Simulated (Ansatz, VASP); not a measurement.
One calculation of BiS4, two programs

```
CELL_PARAMETERS angstrom
4.63230 0.00000 0.00000
0.00000 4.63230 0.00000
0.00000 0.00000 4.63230
ATOMIC_POSITIONS crystal
Bi 0.00000 0.00000 0.00000
S 0.50000 0.50000 0.50000
S 0.00000 0.50000 0.50000
S 0.50000 0.00000 0.50000
S 0.50000 0.50000 0.00000
```

Change from the starting cell: species swapped into the Mn4N type (Pm-3m, No. 221).

Alike in both runs: functional PBE; k mesh 4 × 4 × 4; occupations gaussian, width 0.1 eV; no spin polarisation.

Ansatz relaxed the structure, and its values are those at the end. VASP's run is a single point on that final structure, the one shown.

|  | VASP | Ansatz |
| --- | --- | --- |
| version | VASP 6.6.1 | Ansatz 0.2.0 |
| potentials or method | VASP PAW PBE potentials, release 64 (Bi_d, S), cutoff 520 eV | scalar-relativistic, plane waves, PAW |
| valence electrons in the cell | 39 | 39 |

```csv
,VASP,Ansatz,Ansatz less VASP
gap on the k mesh at the Fermi level (eV),none,none,-
pressure (GPa),-0.2,0.0,+0.20
```

A gap of «none» marks a metal or a gap that the smearing closes.

Neither program's run includes spin-orbit coupling.
